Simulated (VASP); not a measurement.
A run of VASP 6.6.1:

INCAR

```
SYSTEM = Zr
PREC = Accurate
ENCUT = 520
EDIFF = 1E-7
ISMEAR = -1
SIGMA = 0.05
LREAL = .False.
LASPH = .True.
NELM = 100
ALGO = Normal
ISIF = 2
LWAVE = .False.
LCHARG = .False.
NBANDS = 19
```

The input KPOINTS:

```
Automatic mesh
0
Gamma
  10 10 5
  0 0 0
```

File POSCAR:

```
Zr
1.0
    3.2103080712      0.0000000000      0.0000000000
   -1.6051540356      2.7802042662      0.0000000000
    0.0000000000      0.0000000000      5.1124553350
Zr
2
Direct
    0.3333333333      0.6666666667      0.2500000000
    0.6666666667      0.3333333333      0.7500000000
```

Potentials or basis: VASP PAW LDA potentials, release 64 (Zr_sv).

Launch:

```bash
$ cat potpaw_LDA.64/Zr_sv/POTCAR > POTCAR
$ mpirun -np 1 vasp_std > vasp.out
```

Hardware: 1 thread of AMD EPYC 7R13, on a shared host.

Estimate the wall time of this run.

Wall time 46 s on 1 thread of AMD EPYC 7R13, with other jobs on the host, peak memory 0.13 GiB. Counts: scf iterations 12, k points 42.
